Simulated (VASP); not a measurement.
# CeO2 (Fm-3m) in VASP: further runs

The runs below take CeO2 through single point, with PBE.

Program: VASP 6.6.1. These are calculated values, not measurements. Logs are shortened: lines on timing, memory, paths and dates and some standing lists are left out, and cuts for length are marked.

## (1) The cell of the first run

Symmetry: Fm-3m, No. 225, cubic system. The conventional cell has a = 5.464 Å, b = 5.464 Å, c = 5.464 Å, α = 90.00°, β = 90.00°, γ = 90.00°. Ce (site symmetry m-3m) has 8 O at 2.37 Å within 3.1 Å. Within 3.1 Å of O (site symmetry -43m) lie 4 Ce at 2.37 Å and 6 O at 2.73 Å.

## (2) Single point, PBE

Input file INCAR:

```
SYSTEM = CeO2
  PREC = Accurate
  ENCUT = 520
  EDIFF = 1E-6
  ISMEAR = 0
  SIGMA = 0.02
  LREAL = .FALSE.
  LASPH = .TRUE.
  NELM = 60
  ALGO = Normal
  ISIF = 2
  LWAVE = .FALSE.
  LCHARG = .FALSE.
  GGA = PE
  NBANDS = 19
```

Input file KPOINTS:

```
Automatic mesh
0
G
  10 10 10
  0 0 0
```

Input file POSCAR:

```
CeO2
1.0
    0.0000000000      2.7320656147      2.7320656147
    2.7320656147      0.0000000000      2.7320656147
    2.7320656147      2.7320656147      0.0000000000
Ce O
1 2
Direct
    0.0000000000      0.0000000000      0.0000000000
    0.2500000000      0.2500000000      0.2500000000
    0.7500000000      0.7500000000      0.7500000000
```

Potentials or basis: VASP PAW PBE potentials, release 64 (Ce, O).

Started as:

```sh
> cat potpaw_PBE.64/Ce/POTCAR potpaw_PBE.64/O/POTCAR > POTCAR
> mpirun -np 1 vasp_std > vasp.out
```

OUTCAR:

```text
SYSTEM = CeO2
   PREC = Accurate
   ENCUT = 520
   EDIFF = 1E-6
   ISMEAR = 0
   LREAL = .FALSE.
   LASPH = .TRUE.
   NELM = 60
   ISIF = 2
   GGA = PE

 ion  position               nearest neighbor table
   1  0.000  0.000  0.000-   2 2.37   3 2.37   3 2.37   3 2.37   3 2.37   2 2.37   2 2.37   2 2.37

   2  0.250  0.250  0.250-   1 2.37   1 2.37   1 2.37   1 2.37
   3  0.750  0.750  0.750-   1 2.37   1 2.37   1 2.37   1 2.37

  LATTYP: Found a face centered cubic cell.
 ALAT       =     5.4641312294

  Lattice vectors:

 A1 = (   0.0000000000,   2.7320656147,   2.7320656147)
 A2 = (   2.7320656147,   0.0000000000,   2.7320656147)
 A3 = (   2.7320656147,   2.7320656147,   0.0000000000)

Analysis of symmetry for initial positions (statically):
=====================================================================
 Subroutine PRICEL returns:
 Original cell was already a primitive cell.

 Routine SETGRP: Setting up the symmetry group for a
 face centered cubic supercell.

 Subroutine GETGRP returns: Found 48 space group operations
 (whereof 48 operations were pure point group operations)
 out of a pool of 48 trial point group operations.

The static configuration has the point symmetry O_h .

Analysis of symmetry for dynamics (positions and initial velocities):
=====================================================================
 Subroutine PRICEL returns:
 Original cell was already a primitive cell.

 Routine SETGRP: Setting up the symmetry group for a
 face centered cubic supercell.

 Subroutine GETGRP returns: Found 48 space group operations
 (whereof 48 operations were pure point group operations)
 out of a pool of 48 trial point group operations.

The dynamic configuration has the point symmetry O_h .

 Subroutine INISYM returns: Found 48 space group operations
 (whereof 48 operations are pure point group operations),
 and found     1 'primitive' translations

----------------------------------------------------------------------------------------

                                     Primitive cell

  volume of cell :      40.7853

  direct lattice vectors                    reciprocal lattice vectors
     0.000000000  2.732065615  2.732065615    -0.183011710  0.183011710  0.183011710
     2.732065615  0.000000000  2.732065615     0.183011710 -0.183011710  0.183011710
     2.732065615  2.732065615  0.000000000     0.183011710  0.183011710 -0.183011710

  length of vectors
     3.863724246  3.863724246  3.863724246     0.316985580  0.316985580  0.316985580

[... 83 lines left out ...]
   LREAL  =      F    real-space projection
   EDIFFG = 0.1E-04   stopping-criterion for IOM
   NSW    =      0    number of steps for IOM
   IBRION =     -1    ionic relax: 0-MD 1-quasi-New 2-CG
   NFREE  =      0    steps in history (QN), initial steepest desc. (CG)
   ISIF   =      2    stress and relaxation
   ISYM   =      2    0-nonsym 1-usesym 2-fastsym
   POTIM  = 0.5000    time-step for ionic-motion
   TEBEG  =    0.0;   TEEND  =   0.0 temperature during run
   PSTRESS=    0.0 pullay stress
   NELECT =      24.0000    total number of electrons
   NUPDOWN=      -1.0000    fix difference up-down
   EMIN   =  10.00;   EMAX   =-10.00  energy-range for DOS
   EFERMI =   0.00;   METHOD = LEGACY
   ISMEAR =     0;   SIGMA  =   0.02  broadening in eV -4-tet -1-fermi 0-gaus
   EFERMI_NEDOS =   21; number of points for ismear=-14 and -15
   IALGO  =     38    algorithm
   IMIX   =      4    mixing-type and parameters
     AMIX     =   0.40;   BMIX     =  1.00
     AMIX_MAG =   1.60;   BMIX_MAG =  1.00
  volume/ion in A,a.u.               =      13.60        91.74
  Fermi-wavevector in a.u.,A,eV,Ry     =   1.371863  2.592445 25.606280  1.882008
  Thomas-Fermi vector in A             =   2.497522
   LORBIT       =      0    0 simple, 1 ext, 2 COOP (PROOUT), +10 PAW based schemes
   GGA     = PE    functional components
   LHFCALC =     F    Hartree Fock is set to
   AEXX    =    0.0000 exact exchange contribution
   IVDW    =     0    specifies the selected vdW correction
   LEPSILON=     F    determine dielectric tensor
   LRPA    =     F    only Hartree local field effects (RPA)
 non-spin polarized calculation
 Gauss-broadening in eV      SIGMA  =   0.02
  energy-cutoff  :      520.00
  volume of cell :       40.79
 maximum number of plane-waves:      1113
 NGX is ok and might be reduce to    30
   NGX = 15   NGY = 15   NGZ = 15

 number of electron      23.9999992 magnetization

 Free energy of the ion-electron system (eV)
  ---------------------------------------------------
  ext. energy  EPLUGINS =         0.00000000
  ---------------------------------------------------
  free energy    TOTEN  =       -26.23002761 eV

  energy without entropy =      -26.23002761  energy(sigma->0) =      -26.23002761

 E-fermi :   5.1111     XC(G=0): -11.1676

 val. band max:        5.0215489069   @ k =  -0.3000   0.3000   0.0000
 cond. band min:       6.9071352703   @ k =   0.5000   0.0000   0.0000
 fundamental gap:      1.8855863635
 Fermi energy:         5.1110821827

 k-point     1 :       0.0000    0.0000    0.0000
  band No.  band energies     occupation
      1     -27.4314      2.00000
      2     -11.2239      2.00000
      3     -10.2765      2.00000
      4      -9.6093      2.00000
      5      -9.6093      2.00000
      6      -9.6093      2.00000
[... 505 lines left out ...]
      6      -7.1660      2.00000
[... 11 lines left out ...]
     18       7.5113      0.00000
     19       7.8083      0.00000

 [... further k-points ...]

------------------------ aborting loop because EDIFF is reached ----------------------------------------

  FORCE on cell =-STRESS in cart. coord.  units (eV):
  Direction    XX          YY          ZZ          XY          YZ          ZX
  --------------------------------------------------------------------------------------
  -------------------------------------------------------------------------------------
  Total       -0.0104399     -0.0104399     -0.0104399      0.0000000      0.0000000      0.0000000
  in kB       -0.4101114     -0.4101114     -0.4101114      0.0000000      0.0000000      0.0000000
  external PRESSURE =      -0.4101114 kB  Pullay stress =       0.0000000 kB

 VOLUME and BASIS-vectors are now :
 -----------------------------------------------------------------------------
  energy-cutoff  :      520.00
  volume of cell :       40.79
      direct lattice vectors                 reciprocal lattice vectors
     0.000000000  2.732065615  2.732065615    -0.183011710  0.183011710  0.183011710
     2.732065615  0.000000000  2.732065615     0.183011710 -0.183011710  0.183011710
     2.732065615  2.732065615  0.000000000     0.183011710  0.183011710 -0.183011710

 POSITION                                       TOTAL-FORCE (eV/Angst)
 -----------------------------------------------------------------------------------
      0.00000      0.00000      0.00000        -0.000000      0.000000     -0.000000
      1.36603      1.36603      1.36603         0.000000      0.000000      0.000000
      4.09810      4.09810      4.09810        -0.000000     -0.000000     -0.000000
 -----------------------------------------------------------------------------------
    total drift:                                0.000000     -0.000000      0.000000

  FREE ENERGIE OF THE ION-ELECTRON SYSTEM (eV)
  ---------------------------------------------------
  free  energy   TOTEN  =       -26.2300276052 eV

  energy  without entropy=      -26.2300276052  energy(sigma->0) =      -26.23002761
```

OSZICAR:

```text
N       E                     dE             d eps       ncg     rms          rms(c)
DAV:   1     0.230054741783E+03    0.23005E+03   -0.11486E+04  1826   0.167E+03
DAV:   2     0.101252428438E+02   -0.21993E+03   -0.19054E+03  2189   0.286E+02
DAV:   3    -0.303603619382E+02   -0.40486E+02   -0.37848E+02  2181   0.144E+02
[... 13 lines left out ...]
DAV:  17    -0.262300274833E+02    0.10611E-04   -0.40063E-04  2859   0.147E-01    0.746E-02
DAV:  18    -0.262300288664E+02   -0.13831E-05   -0.15497E-05  2513   0.208E-02    0.432E-02
DAV:  19    -0.262300310154E+02   -0.21490E-05   -0.52380E-06  1858   0.339E-02    0.328E-02
DAV:  20    -0.262300278453E+02    0.31701E-05   -0.34239E-06  1466   0.292E-02    0.112E-02
DAV:  21    -0.262300276052E+02    0.24008E-06   -0.63175E-07   893   0.836E-03
   1 F= -.26230028E+02 E0= -.26230028E+02  d E =-.268035E-12
```

stdout:

```text
POSCAR found type information on POSCAR CeO
 POSCAR found :  2 types and       3 ions
 scaLAPACK will be used
 LDA part: xc-table for (Slater+PW92), standard interpolation
 POSCAR, INCAR and KPOINTS ok, starting setup
 FFT: planning ... GRIDC
 FFT: planning ... GRID_SOFT
 FFT: planning ... GRID
 WAVECAR not read
 entering main loop
```

It took 78 s on 1 thread of Oxide Virtual Turin-like, shared host; peak memory 0.17 GiB.

What came out:

```
Free energy            : -26.2300 eV
Pressure               : 0.0 GPa
Band gap on the k mesh : 1.89 eV (least direct gap 1.95 eV)
```

Caveat: spin-orbit coupling is left out, which moves the levels of the heavy elements; semilocal functionals describe open f shells poorly, which spoils levels, moments and volumes.

## (3) Single point, PBE

Input file INCAR:

```
PREC = Accurate ; ENCUT = 520
EDIFF = 1E-6 ; ISMEAR = 0
SIGMA = 0.02 ; LREAL = False
LASPH = True ; NELM = 80
ALGO = Normal ; ISIF = 2
LWAVE = False ; LCHARG = True
GGA = PE ; LELF = True
LVHAR = True ; NBANDS = 19
```

Input file KPOINTS:

```
regular mesh
0
Gamma
  10 10 10
```

POSCAR is that of step 2.

Potentials or basis: VASP PAW PBE potentials, release 64 (Ce, O).

Started as:

```sh
> cat potpaw_PBE.64/Ce/POTCAR potpaw_PBE.64/O/POTCAR > POTCAR
> mpirun -np 1 vasp_std > vasp.out
```

OUTCAR:

```text
PREC = Accurate
   ENCUT = 520
   EDIFF = 1E-6
   ISMEAR = 0
   LREAL = False
   LASPH = True
   NELM = 80
   ISIF = 2
   GGA = PE

 ion  position               nearest neighbor table
   1  0.000  0.000  0.000-   2 2.37   3 2.37   3 2.37   3 2.37   3 2.37   2 2.37   2 2.37   2 2.37

   2  0.250  0.250  0.250-   1 2.37   1 2.37   1 2.37   1 2.37
   3  0.750  0.750  0.750-   1 2.37   1 2.37   1 2.37   1 2.37

  LATTYP: Found a face centered cubic cell.
 ALAT       =     5.4641312294

  Lattice vectors:

 A1 = (   0.0000000000,   2.7320656147,   2.7320656147)
 A2 = (   2.7320656147,   0.0000000000,   2.7320656147)
 A3 = (   2.7320656147,   2.7320656147,   0.0000000000)

Analysis of symmetry for initial positions (statically):
=====================================================================
 Subroutine PRICEL returns:
 Original cell was already a primitive cell.

 Routine SETGRP: Setting up the symmetry group for a
 face centered cubic supercell.

 Subroutine GETGRP returns: Found 48 space group operations
 (whereof 48 operations were pure point group operations)
 out of a pool of 48 trial point group operations.

[... 163 lines left out ...]
  energy without entropy =      -26.23002761  energy(sigma->0) =      -26.23002761

 E-fermi :   5.1111     XC(G=0): -11.1676

 val. band max:        5.0215489069   @ k =  -0.3000   0.3000   0.0000
 cond. band min:       6.9071352703   @ k =   0.5000   0.0000   0.0000
 fundamental gap:      1.8855863635
 Fermi energy:         5.1110821827

 k-point     1 :       0.0000    0.0000    0.0000
  band No.  band energies     occupation
      1     -27.4314      2.00000
      2     -11.2239      2.00000
      3     -10.2765      2.00000
      4      -9.6093      2.00000
      5      -9.6093      2.00000
      6      -9.6093      2.00000
[... 505 lines left out ...]
      6      -7.1660      2.00000
[... 11 lines left out ...]
     18       7.5113      0.00000
     19       7.8083      0.00000

 [... further k-points ...]

------------------------ aborting loop because EDIFF is reached ----------------------------------------

  FORCE on cell =-STRESS in cart. coord.  units (eV):
  Direction    XX          YY          ZZ          XY          YZ          ZX
  --------------------------------------------------------------------------------------
  -------------------------------------------------------------------------------------
  Total       -0.0104399     -0.0104399     -0.0104399      0.0000000      0.0000000      0.0000000
  in kB       -0.4101114     -0.4101114     -0.4101114      0.0000000      0.0000000      0.0000000
  external PRESSURE =      -0.4101114 kB  Pullay stress =       0.0000000 kB

 VOLUME and BASIS-vectors are now :
 -----------------------------------------------------------------------------
  energy-cutoff  :      520.00
  volume of cell :       40.79
      direct lattice vectors                 reciprocal lattice vectors
     0.000000000  2.732065615  2.732065615    -0.183011710  0.183011710  0.183011710
     2.732065615  0.000000000  2.732065615     0.183011710 -0.183011710  0.183011710
     2.732065615  2.732065615  0.000000000     0.183011710  0.183011710 -0.183011710

 POSITION                                       TOTAL-FORCE (eV/Angst)
 -----------------------------------------------------------------------------------
      0.00000      0.00000      0.00000        -0.000000      0.000000     -0.000000
      1.36603      1.36603      1.36603         0.000000      0.000000      0.000000
      4.09810      4.09810      4.09810        -0.000000     -0.000000     -0.000000
 -----------------------------------------------------------------------------------
    total drift:                                0.000000     -0.000000      0.000000

  FREE ENERGIE OF THE ION-ELECTRON SYSTEM (eV)
  ---------------------------------------------------
  free  energy   TOTEN  =       -26.2300276052 eV

  energy  without entropy=      -26.2300276052  energy(sigma->0) =      -26.23002761
```

OSZICAR:

```text
N       E                     dE             d eps       ncg     rms          rms(c)
DAV:   1     0.230054741783E+03    0.23005E+03   -0.11486E+04  1826   0.167E+03
DAV:   2     0.101252428438E+02   -0.21993E+03   -0.19054E+03  2189   0.286E+02
DAV:   3    -0.303603619382E+02   -0.40486E+02   -0.37848E+02  2181   0.144E+02
[... 13 lines left out ...]
DAV:  17    -0.262300274833E+02    0.10611E-04   -0.40063E-04  2859   0.147E-01    0.746E-02
DAV:  18    -0.262300288664E+02   -0.13831E-05   -0.15497E-05  2513   0.208E-02    0.432E-02
DAV:  19    -0.262300310154E+02   -0.21490E-05   -0.52380E-06  1858   0.339E-02    0.328E-02
DAV:  20    -0.262300278453E+02    0.31701E-05   -0.34239E-06  1466   0.292E-02    0.112E-02
DAV:  21    -0.262300276052E+02    0.24008E-06   -0.63175E-07   893   0.836E-03
   1 F= -.26230028E+02 E0= -.26230028E+02  d E =-.268035E-12
```

It took 1.7 min on 1 thread of Oxide Virtual Turin-like, shared host; peak memory 0.17 GiB.

Results:

| Item | Value |
| --- | --- |
| Free energy | -26.2300 eV |
| Pressure | 0.0 GPa |
| Band gap on the k mesh | 1.89 eV (least direct gap 1.95 eV) |

Caveat: spin-orbit coupling is left out, which moves the levels of the heavy elements; semilocal functionals describe open f shells poorly, which spoils levels, moments and volumes. Spin polarisation is off, so any magnetic state and its effect on volume and gap are missing.
